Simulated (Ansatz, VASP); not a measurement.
This is a calculation of MgI2 for VASP 6.6.1.

Contents of POSCAR:

```
MgI2
1.0
    4.1400000000      0.0000000000      0.0000000000
   -2.0700000000      3.5853451717      0.0000000000
    0.0000000000      0.0000000000      6.8800000000
I Mg
2 1
Direct
    0.6666666667      0.3333333333      0.7500000000
    0.3333333333      0.6666666667      0.2500000000
    0.0000000000      0.0000000000      0.0000000000
```

INCAR.step1

```
ALGO = Normal
EDIFF = 1E-5
ENCUT = 520
GGA = PE
ISIF = 2
ISMEAR = -1
LASPH = T
LCHARG = F
LREAL = F
LWAVE = T
NBANDS = 15
NELM = 100
PREC = Accurate
SIGMA = 0.05
```

File INCAR.step2:

```
AEXX = 0.25
ALGO = Normal
EDIFF = 1E-7
ENCUT = 520
GGA = PE
HFSCREEN = 0.2
ISIF = 2
ISMEAR = -1
ISTART = 1
LASPH = T
LCHARG = F
LHFCALC = T
LREAL = F
LWAVE = F
NBANDS = 15
NELM = 100
PREC = Accurate
PRECFOCK = Normal
SIGMA = 0.05
```

KPOINTS

```
k-points
0
Gamma
  4 4 2
```

Potentials or basis: VASP PAW PBE potentials, release 64 (I, Mg).

The run is started by

```bash
$ cat potpaw_PBE.64/I/POTCAR potpaw_PBE.64/Mg/POTCAR > POTCAR
$ cp INCAR.step1 INCAR
$ mpirun -np 1 vasp_std > vasp.out
$ cp INCAR.step2 INCAR
$ mpirun -np 1 vasp_std > vasp.out
```

**Question.** Set up the same calculation for Ansatz 0.2.0. Potentials there: Ansatz PAW.

**Answer.** As run (the cutoff follows the program's own potentials):

input.yaml

```yaml
crystal:
  lattice:
    - [4.14, 0.0, 0.0]
    - [-2.07, 3.5853451717, 0.0]
    - [0.0, 0.0, 6.88]
  atoms:
    - { symbol: I, position: [0.6666666667, 0.3333333333, 0.75] }
    - { symbol: I, position: [0.3333333333, 0.6666666667, 0.25] }
    - { symbol: Mg, position: [0.0, 0.0, 0.0] }
hamiltonian:
  xc: { exchange: pbe, correlation: pbe, exx: { coeff: 0.25, omega: 0.2 } }
  pseudopotentials: { kind: paw }
kpoints:
  mp_grid: { grid: [4, 4, 2] }
scf:
  occupations: { method: fermi_dirac, width: 0.05 }
output:
  forces: true
  stress: true
  eigenvalues: true
```

Potentials or basis: Ansatz PAW.

The run is started by

```bash
$ ansatz run input.yaml --threads 2 --pin off --max-ram 5632MiB --backend cpu --events-out ev --progress --plain --runs-dir out
```

Both were run:

|  | VASP | Ansatz | Ansatz less VASP |
| --- | --- | --- | --- |
| gap on the k mesh at the Fermi level (eV) | 4.44 | 4.47 | +0.027 |
| least direct gap on the mesh (eV) | 4.63 | 4.69 | +0.053 |
| pressure (GPa) | -0.1 | 0.0 | +0.13 |
| traceless stress, the component that is largest in VASP (GPa) | -0.60 | -0.61 | -0.002 |
| rms of the force components (eV/Å) | 0.186 | 0.177 | -0.0086 |

VASP's potentials were made for PBE, not for PBE-based screened hybrid. Atom by atom the forces differ by 0.009 eV/Å (rms over components). VASP's potentials hold 16 valence electrons a cell and Ansatz's 44, so a difference there can come from the potentials and not from the codes.

The k mesh is coarse, so the values compare programs but aren't converged. Spin-orbit coupling is off throughout.
